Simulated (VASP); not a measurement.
Runs of VASP 6.6.1 on Mg3Se. The structure is that of space group Immm (No. 71), or close to it. The cells are those of the table. 

```csv
task,cell,k mesh,cutoff (eV),gap on the mesh (eV),pressure (GPa),largest force (eV/Å)
single point,"a = 4.977 Å, angles 131.4, 102.7, 96.8°, 4 atoms",6 × 6 × 6,520,none,46.1,(a)
relaxation of cell and atoms,"relaxed from a = 4.977 Å, angles 131.4, 102.7, 96.8°, 4 atoms",6 × 6 × 6,600,none,-0.1,0.02
single point,"a = 6.324 Å, angles 145.9, 131.7, 60.4°, 4 atoms",16 × 16 × 16,520,none,-0.1,-
single point,"a = 6.322 Å, angles 146.0, 60.5, 131.6°, 4 atoms",6 × 6 × 6,520,none,0.0,0.01
```

Alike in all rows: level PBE; potentials or basis VASP PAW PBE potentials, release 64 (Mg, Se); no spin polarisation; smearing gaussian 0.1 eV.

Q: Estimate the missing entries.

A: (a) 5.23.

Caveats: forces of over 1 eV/Å act on the atoms, so gaps and moduli don't describe the material at rest (some runs).

A k mesh can miss the band edges, and the runs leave out spin-orbit coupling on Se.

A gap of «none» marks levels without a gap at the run's occupations.
